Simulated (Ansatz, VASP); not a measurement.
TaN: VASP beside Ansatz

INCAR

```
SYSTEM = TaN
PREC = Accurate
ENCUT = 700
EDIFF = 1E-6
ISMEAR = 0
SIGMA = 0.15
LREAL = .False.
LASPH = .True.
NELM = 120
ALGO = Normal
ISIF = 2
LWAVE = .False.
LCHARG = .True.
GGA = PS
LELF = .True.
LVHAR = .True.
NBANDS = 16
GGA_COMPAT = .False.
```

Contents of KPOINTS:

```
Automatic mesh
0
Gamma
  20 20 20
  0 0 0
```

Contents of POSCAR:

```
TaN
1.0
   -0.0868643865      2.1253016534      2.1253016534
    2.1253016534     -0.0868643865      2.1253016534
    2.1253016534      2.1253016534     -0.0868643865
Ta N
1 1
Direct
    0.5000000000      0.5000000000      0.5000000000
    0.0000000000      0.0000000000      0.0000000000
```

Input for Ansatz:

```yaml
crystal:
  lattice:
    - [-0.0868643865, 2.1253016534, 2.1253016534]
    - [2.1253016534, -0.0868643865, 2.1253016534]
    - [2.1253016534, 2.1253016534, -0.0868643865]
  atoms:
    - { symbol: Ta, position: [0.5, 0.5, 0.5] }
    - { symbol: "N", position: [0.0, 0.0, 0.0] }
basis:
  ecutwfc: 520.0
kpoints:
  mp_grid: { grid: [20, 20, 20] }
hamiltonian:
  xc: pbesol
  pseudopotentials: { kind: paw, azcp: { folder: soft_1 } }
scf:
  occupations: { method: gaussian, width: 0.15 }
output:
  forces: true
  stress: true
  eigenvalues: true
```

Alike in both runs: task single point; functional PBEsol; k mesh 20 × 20 × 20; occupations gaussian, width 0.15 eV; no spin polarisation.

|  | VASP | Ansatz |
| --- | --- | --- |
| version | VASP 6.6.1 | Ansatz 0.2.0 |
| potentials or method | VASP PAW PBE potentials, release 64 (Ta_sv_GW, N), cutoff 700 eV | scalar-relativistic, plane waves, PAW |
| valence electrons in the cell | 18 | 18 |

```tsv
	VASP	Ansatz	Ansatz less VASP
gap on the k mesh at the Fermi level (eV)	none	none	-
pressure (GPa)	10.7	10.4	-0.36
traceless stress, the component that is largest in VASP (GPa)	3.23	3.26	+0.031
```

VASP's potentials were made for PBE, not for PBEsol, and Ansatz warns of the same on its side. A gap of «none» marks a metal or a gap that the smearing closes.

Neither program's run includes spin-orbit coupling.
